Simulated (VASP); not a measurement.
Set up this calculation in VASP 6.6.1, as the native input.

```yaml
Task: single point
Functional: PBE
Potentials_or_basis: VASP PAW PBE potentials, release 64 (Ta_pv, F)
Cutoff: 520 eV
k_mesh: 4 × 4 × 1
Occupations: gaussian, width 0.1 eV
Spin: no spin polarisation
Dipole_correction: yes
Further_INCAR_settings: LREAL = Auto; ALGO = Normal; EDIFF = 1e-06; NBANDS = 106
```

The structure of Ta16F lies in POSCAR:

```
Ta16F
1.0
    6.6379342675      0.0000000000      0.0000000000
    0.0000000000      6.6379342675      0.0000000000
    0.0000000000      0.0000000000     20.2996559605
Ta F
16 1
Direct
    0.2500000000      0.2500000000      0.1970476745
    0.2500000000      0.7500000000      0.1970476745
    0.7500000000      0.2500000000      0.1970476745
    0.7500000000      0.7500000000      0.1970476745
    0.0000000000      0.0000000000      0.2787970189
    0.0000000000      0.5000000000      0.2787970189
    0.5000000000      0.0000000000      0.2787970189
    0.5000000000      0.5000000000      0.2787970189
    0.2500000000      0.2500000000      0.3599139072
    0.2500000000      0.7500000000      0.3599139072
    0.7500000000      0.2500000000      0.3599139072
    0.7500000000      0.7500000000      0.3599139072
    0.0000000000      0.0000000000      0.4334879358
    0.0000000000      0.5000000000      0.4334879358
    0.5000000000      0.0000000000      0.4334879358
    0.5000000000      0.5000000000      0.4334879358
    0.1250000000      0.1250000000      0.5138369393
```

The input as run:

INCAR

```
SYSTEM = Ta16F
PREC = Accurate
ENCUT = 520
EDIFF = 1E-6
ISMEAR = 0
SIGMA = 0.1
LREAL = Auto
LASPH = .True.
NELM = 80
ALGO = Normal
ISIF = 2
LWAVE = .False.
LCHARG = .True.
LDIPOL = .True.
IDIPOL = 3
DIPOL = 0.5 0.5 0.329
GGA = PE
LELF = .True.
LVHAR = .True.
LVACPOTAV = .True.
NBANDS = 106
```

KPOINTS

```
Automatic mesh
0
Gamma
  4 4 1
  0 0 0
```

Potentials or basis: VASP PAW PBE potentials, release 64 (Ta_pv, F).

Run with:

```console
$ cat potpaw_PBE.64/Ta_pv/POTCAR potpaw_PBE.64/F/POTCAR > POTCAR
$ mpirun -np 1 vasp_std > vasp.out
```

It gave:

| Item | Value |
| --- | --- |
| Largest force | 1.611 eV/Å |

Caveat: an odd number of electrons without spin polarisation forces a metal; a magnetic or distorted state may lie lower.

Run time: 19 min on 1 thread of Intel(R) Xeon(R) 6975P-C (Granite Rapids), on a shared host, peak memory 0.99 GiB.
